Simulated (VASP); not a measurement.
Set up this calculation in VASP 6.6.1, as the native input.

- Task: single point
- Functional: LDA
- Potentials or basis: VASP PAW LDA potentials, release 64 (Ga_d, P)
- Cutoff: 500 eV
- k mesh: 8 × 8 × 8
- Occupations: gaussian, width 0.02 eV
- Spin: no spin polarisation
- Dipole correction: no
- Further INCAR settings: ALGO = Normal; EDIFF = 1e-06; NBANDS = 16

The structure of GaP lies in POSCAR:

```
GaP
1.0
    0.0000000000      2.7258124900      2.7258124900
    2.7258124900      0.0000000000      2.7258124900
    2.7258124900      2.7258124900      0.0000000000
Ga P
1 1
Direct
    0.0000000000      0.0000000000      0.0000000000
    0.7500000000      0.7500000000      0.7500000000
```

The input as run:

INCAR

```
SYSTEM = GaP
ALGO = Normal
EDIFF = 1E-6
ENCUT = 500
GGA_COMPAT = .False.
ISIF = 2
ISMEAR = 0
LASPH = .True.
LCHARG = .False.
LREAL = .False.
LWAVE = .False.
NBANDS = 16
NELM = 120
PREC = Accurate
SIGMA = 0.02
```

KPOINTS

```
k-points
0
Gamma
  8 8 8
  0 0 0
```

Potentials or basis: VASP PAW LDA potentials, release 64 (Ga_d, P).

The run is started by

```bash
$ cat potpaw_LDA.64/Ga_d/POTCAR potpaw_LDA.64/P/POTCAR > POTCAR
$ mpirun -np 1 vasp_std > vasp.out
```

Results of the run:

```json
{"Pressure": "-2.7 GPa", "Band gap on the k mesh": "1.49 eV (least direct gap 1.63 eV)"}
```

It took 29 s on 1 thread of Intel Xeon 8259CL (shared host), peak memory 0.15 GiB.
